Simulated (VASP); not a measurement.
A run of VASP 6.6.1 is set up as follows.

The input INCAR:

```
SYSTEM = TiC8
PREC = Accurate ; ENCUT = 600
EDIFF = 1E-6 ; ISMEAR = 0
SIGMA = 0.1 ; LREAL = .False.
LASPH = .True. ; NELM = 100
ALGO = Normal ; ISIF = 3
LWAVE = .False. ; LCHARG = .False.
GGA = PE ; IVDW = 12
IBRION = 2 ; NSW = 100
EDIFFG = -0.01
```

KPOINTS

```
Automatic mesh
0
Gamma
  9 9 10
  0 0 0
```

Contents of POSCAR:

```
TiC8
1.0
    5.0013135224      0.0000000000      0.0000000000
   -2.5006567612      4.3312645627      0.0000000000
    0.0000000000      0.0000000000      3.6348951466
Ti C
1 8
Direct
    0.0000000000      0.0000000000      0.5000000000
    0.3333333333      0.6666666667      0.0000000000
    0.3365381952      0.1682690976      0.0000000000
    0.8317309024      0.6634618048      0.0000000000
    0.8317309024      0.1682690976      0.0000000000
    0.1682690976      0.8317309024      0.0000000000
    0.1682690976      0.3365381952      0.0000000000
    0.6634618048      0.8317309024      0.0000000000
    0.6666666667      0.3333333333      0.0000000000
```

Potentials or basis: VASP PAW PBE potentials, release 64 (Ti_sv, C).

Command:

```bash
$ cat potpaw_PBE.64/Ti_sv/POTCAR potpaw_PBE.64/C/POTCAR > POTCAR
$ mpirun -np 1 vasp_std > vasp.out
```

Task: What does it give for the dispersion energy per atom?

Result: -0.191 eV.

Task: Estimate the relaxed cell.

Result: a = 5.002 Å, b = 5.002 Å, c = 3.635 Å, α = 90.00°, β = 90.00°, γ = 120.00°.

Final structure:
```xyz
9
Lattice="5.0020 0.0000 0.0000 -2.5010 4.3319 0.0000 0.0000 0.0000 3.6353" Properties=species:S:1:pos:R:3 pbc="T T T"
Ti    0.0000    0.0000    1.8176
C     0.0000    2.8879    0.0000
C     1.2630    0.7292    0.0000
C     2.5010    2.8734    0.0000
C     3.7390    0.7292    0.0000
C    -1.2380    3.6027    0.0000
C     0.0000    1.4584    0.0000
C     1.2380    3.6027    0.0000
C     2.5010    1.4440    0.0000
```
